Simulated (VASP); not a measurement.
Runs of VASP 6.6.1 on BaZrO3. The structure is that of space group Pm-3m (No. 221), or close to it. The cells are those of the table. 

| cell | cutoff (eV) | gap on the mesh (eV) | pressure (GPa) |
| --- | --- | --- | --- |
| a = 4.037 Å, 5 atoms | 600 | 3.42 | 29.6 |
| a = 4.417 Å, 5 atoms | 520 | (a) | -14.2 |
| a = 4.163, b = 4.163, c = 4.265 Å, 5 atoms | 520 | 3.12 | 4.6 |
| a = 4.163, b = 4.163, c = 4.264 Å, 5 atoms | 520 | 3.12 | 4.6 |

Alike in all rows: task single point; level PBE; potentials or basis VASP PAW PBE potentials, release 64 (Ba_sv, Zr_sv, O); no spin polarisation; k mesh 6 × 6 × 6; smearing gaussian 0.02 eV.

Problem. Fill in the values left out.

Solution. (a) 2.81.

Caveats: spin-orbit coupling is left out, which moves the levels of the heavy elements.

A k mesh can miss the band edges, and the runs leave out spin-orbit coupling on Ba, Zr.
